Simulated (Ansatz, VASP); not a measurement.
Sr in VASP and in Ansatz

The input INCAR:

```
SYSTEM = Sr
  PREC = Accurate
  ENCUT = 520
  EDIFF = 1E-7
  ISMEAR = -1
  SIGMA = 0.1
  LREAL = .FALSE.
  LASPH = .TRUE.
  NELM = 100
  ALGO = Normal
  ISIF = 2
  LWAVE = .FALSE.
  LCHARG = .FALSE.
  GGA = CA
  NBANDS = 11
```

KPOINTS

```
Automatic mesh
0
G
  11 11 11
  0 0 0
```

The input POSCAR:

```
Sr
1.0
   -2.2867621618      2.2867621618      2.2867621618
    2.2867621618     -2.2867621618      2.2867621618
    2.2867621618      2.2867621618     -2.2867621618
Sr
1
Direct
    0.0000000000      0.0000000000      0.0000000000
```

Input for Ansatz:

```yaml
crystal:
  lattice:
    - [-2.2867621618, 2.2867621618, 2.2867621618]
    - [2.2867621618, -2.2867621618, 2.2867621618]
    - [2.2867621618, 2.2867621618, -2.2867621618]
  atoms:
    - { symbol: Sr, position: [0.0, 0.0, 0.0] }
hamiltonian:
  xc: lda
  pseudopotentials:
    kind: paw
    azcp:
      Sr: "pseudopotentials/Sr.paw.azcp"
basis:
  ecutwfc: 420
  fft_grid_basis: typed
kpoints:
  mp_grid: { grid: [11, 11, 11], shift: [0, 0, 0] }
magnetization:
  spin_polarized: false
scf:
  occupations: { method: fermi_dirac, width: 0.1 }
  lower_state_search: "off"
output:
  stress: true
```

Alike in both runs: task single point; functional LDA; k mesh 11 × 11 × 11; occupations fermi-dirac, width 0.1 eV; no spin polarisation.

|  | VASP | Ansatz |
| --- | --- | --- |
| version | VASP 6.6.1 | Ansatz 0.2.0 |
| potentials or method | VASP PAW LDA potentials, release 64 (Sr_sv), cutoff 520 eV | plane waves (420 eV) with PAW, scalar-relativistic |
| valence electrons in the cell | 10 | 10 |

```csv
,VASP,Ansatz,Ansatz less VASP
pressure (GPa),0.0,0.0,0.00
```

Ansatz warns that its potentials were made for another functional, while VASP's fit it. LDA's correlation is that of Perdew and Zunger in VASP and of Perdew and Wang (1992) in Ansatz.
